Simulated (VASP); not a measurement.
Runs of VASP 6.6.1 on Ag. The structure is that of space group Fm-3m (No. 225), or close to it. The cells are those of the table. 

```tsv
cell	gap on the mesh (eV)	pressure (GPa)
a = 2.768 Å, angles 60.0°, 1 atom	none	25.5
a = 2.850 Å, angles 60.0°, 1 atom	none	9.9
a = 2.927 Å, angles 60.0°, 1 atom	none	(b)
a = 2.810 Å, angles 60.0°, 1 atom	none	(a)
a = 3.000 Å, angles 60.0°, 1 atom	none	-5.0
a = 2.964 Å, angles 60.0°, 1 atom	none	-2.5
a = 2.889 Å, angles 60.0°, 1 atom	none	4.7
```

Alike in all rows: task single point; level PBE; potentials or basis VASP PAW PBE potentials, release 64 (Ag); no spin polarisation; k mesh 12 × 12 × 12; cutoff (eV) 520; smearing methfessel-paxton 0.1 eV.

Estimate the missing entries.

(a) 16.7; (b) 0.7.

A k mesh can miss the band edges, and the runs leave out spin-orbit coupling on Ag.

A gap of «none» marks levels without a gap at the run's occupations.
